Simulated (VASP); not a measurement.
Input of a VASP 6.6.1 run:

Contents of INCAR:

```
PREC = Accurate
ENCUT = 520
EDIFF = 1E-7
ISMEAR = 0
SIGMA = 0.018000000000000002
LREAL = False
LASPH = True
NELM = 100
ALGO = Normal
ISIF = 2
LWAVE = False
LCHARG = False
GGA = PE
NBANDS = 16
```

KPOINTS

```
Automatic mesh
0
Gamma
  10 10 5
```

The input POSCAR:

```
SiC
1.0
    3.0760000000      0.0000000000      0.0000000000
   -1.5380000000      2.6638941420      0.0000000000
    0.0000000000      0.0000000000      5.0480000000
Si C
2 2
Direct
    0.6666666667      0.3333333333      0.5000000000
    0.3333333333      0.6666666667      0.0000000000
    0.6666666667      0.3333333333      0.8850000000
    0.3333333333      0.6666666667      0.3850000000
```

Potentials or basis: VASP PAW PBE potentials, release 64 (Si, C).

The run is started by

```console
$ cat potpaw_PBE.64/Si/POTCAR potpaw_PBE.64/C/POTCAR > POTCAR
$ mpirun -np 1 vasp_std > vasp.out
```

Question: Estimate the largest force.

Answer: 0.753 eV/Å.

Question: Predict the pressure.

Answer: 3.6 GPa.

Stress tensor (GPa, compression positive):
```
5.25 0.00 0.00
0.00 5.25 0.00
0.00 0.00 0.41
```
